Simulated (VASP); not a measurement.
# Si2W: single point with PBEsol

The system is Si2W.

```
Si W
1.0
    -1.59878    1.59878    3.90326
     1.59878   -1.59878    3.90326
     1.59878    1.59878   -3.90326
Si W
2 1
Direct
  0.33444 0.33444 0.00000
  0.66556 0.66556 0.00000
  0.00000 0.00000 0.00000
```

- Program: VASP 6.6.1
- Task: single point
- Functional: PBEsol
- Potentials or basis: VASP PAW PBE potentials, release 64 (Si, W_sv)
- Cutoff: 520 eV
- k mesh: 18 × 18 × 18
- Occupations: gaussian, width 0.1 eV
- Spin: no spin polarisation

```
Pressure               : 1.3 GPa
Band gap on the k mesh : zero (bands 11 and 12 overlap by 1.31 eV)
```

Forces on the atoms (eV/Å):
```
Si   0.000  0.000 -0.003
Si   0.000  0.000  0.003
W    0.000  0.000  0.000
```

Stress tensor (GPa, compression positive):
```
1.36 0.00 0.00
0.00 1.36 0.00
0.00 0.00 1.27
```

Levels at points of the mesh, in eV from the Fermi level:
```
           k point  band 7  band 8  band 9  band 10  band 11  band 12  band 13  band 14  band 15  band 16
(0.00, 0.00, 0.00)   -3.73   -3.42   -2.87    -2.87     0.63     2.85     2.85     3.15     3.15     4.67
(0.50, 0.00, 0.00)   -5.81   -4.89   -2.83    -2.82    -0.45     2.75     2.83     3.97     4.51     5.13
(0.50, 0.50, 0.00)   -6.07   -5.47   -5.07    -3.32    -1.75     2.84     3.02     3.19     3.92     4.32
(0.50, 0.50, 0.50)   -3.95   -2.64   -0.82    -0.82    -0.51    -0.51     0.82     4.54     5.04     6.12
```

It took 2.8 min on 1 thread of Intel(R) Xeon(R) 6975P-C (Granite Rapids), on a shared host, peak memory 0.45 GiB.

Caveat: the PAW data sets were made with another functional, which shifts forces and pressure a little; spin-orbit coupling is left out, which moves the levels of the heavy elements.
